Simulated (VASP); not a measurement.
A run of VASP 6.6.1 is set up as follows.

Contents of INCAR:

```
PREC = Accurate ; ENCUT = 840
EDIFF = 1E-6 ; ISMEAR = 0
SIGMA = 0.05 ; LREAL = F
LASPH = T ; NELM = 120
ALGO = Normal ; ISIF = 2
LWAVE = F ; LCHARG = F
GGA = CA ; NBANDS = 15
GGA_COMPAT = F
```

The input KPOINTS:

```
regular mesh
0
Gamma
  9 9 8
```

POSCAR

```
MgO
1.0
    2.9380209034      0.0000000000      0.0000000000
   -1.4690104517      2.6779817780      0.0000000000
    0.0000000000      0.0000000000      2.6796800000
Mg O
1 1
Direct
    0.0000000000      0.0000000000      0.0000000000
    0.3333333333      0.6666666667      0.5000000000
```

Potentials or basis: VASP PAW LDA potentials, release 64 (Mg_sv, O).

Run with:

```bash
$ cat potpaw_LDA.64/Mg_sv/POTCAR potpaw_LDA.64/O/POTCAR > POTCAR
$ mpirun -np 1 vasp_std > vasp.out
```

Problem. Predict the band gap on the k mesh.

Solution. 2.42 eV (least direct gap 2.77 eV).

Problem. What does it give for the pressure?

Solution. -13.9 GPa.

Stress tensor (GPa, compression positive):
```
-11.56   0.00   0.00
  0.00 -22.66   0.00
  0.00   0.00  -7.41
```

Caveat: the cell differs from its parent crystal (strain +0.0525 x Voigt [0, 1, 0, 0, 0, 0]); the stress differs along the axes, from -23 to -7 GPa. A k mesh can miss the band edges.
